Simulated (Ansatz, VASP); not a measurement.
## P in VASP and in Ansatz

The input INCAR:

```
PREC = Accurate
ENCUT = 520
EDIFF = 1E-6
ISMEAR = -1
SIGMA = 0.05
LREAL = False
LASPH = True
NELM = 80
ALGO = Normal
ISIF = 2
LWAVE = False
LCHARG = False
NBANDS = 18
```

KPOINTS

```
regular mesh
0
Gamma
  8 8 6
```

File POSCAR:

```
P
1.0
    5.7080377311      0.0000000000      0.0000000000
   -4.7567274802      3.1551922950      0.0000000000
    0.0000000000      0.0000000000      4.5436355900
P
4
Direct
    0.9041431300      0.0958568700      0.5888151700
    0.0958568700      0.9041431300      0.4111848300
    0.5958568700      0.4041431300      0.0888151700
    0.4041431300      0.5958568700      0.9111848300
```

Contents of input.yaml:

```yaml
crystal:
  lattice: { a: 5.7080377311, b: 5.7080377311, c: 4.54363559, alpha: 90.0, beta: 90.0, gamma: 146.4432235877 }
  atoms:
    - { symbol: P, position: [0.90414313, 0.09585687, 0.58881517] }
    - { symbol: P, position: [0.09585687, 0.90414313, 0.41118483] }
    - { symbol: P, position: [0.59585687, 0.40414313, 0.08881517] }
    - { symbol: P, position: [0.40414313, 0.59585687, 0.91118483] }
kpoints:
  mp_grid: { grid: [8, 8, 6] }
scf:
  occupations: { method: fermi_dirac, width: 0.05 }
hamiltonian:
  xc: lda
  pseudopotentials: { kind: all_electron, datasets: crystal }
output:
  forces: true
  stress: true
  eigenvalues: true
  dos: { projected: false, de: 0.2, e_range: [-20, 10] }
```

Alike in both runs: functional LDA; k mesh 8 × 8 × 6; occupations fermi-dirac, width 0.05 eV; no spin polarisation.

|  | VASP | Ansatz |
| --- | --- | --- |
| version | VASP 6.6.1 | Ansatz 0.2.0 |
| potentials or method | VASP PAW LDA potentials, release 64 (P), cutoff 520 eV | all-electron PAW datasets made for the crystal |
| task | single point | density of states |

```tsv
	VASP	Ansatz	Ansatz less VASP
gap on the k mesh at the Fermi level (eV)	0.01	0.02	+0.006
least direct gap on the mesh (eV)	0.01	0.02	+0.006
pressure (GPa)	-2.4	-2.1	+0.30
traceless stress, the component that is largest in VASP (GPa)	-0.52	-0.50	+0.018
rms of the force components (eV/Å)	0.091	0.114	+0.0234
```

LDA's correlation is that of Perdew and Zunger in VASP and of Perdew and Wang (1992) in Ansatz. Atom by atom the forces differ by 0.025 eV/Å (rms over components). Ansatz ran all-electron here, and VASP with PAW potentials.

Noted on Ansatz's run: the program warned that the printed levels may be off, so bands, gaps and densities of states are rough.
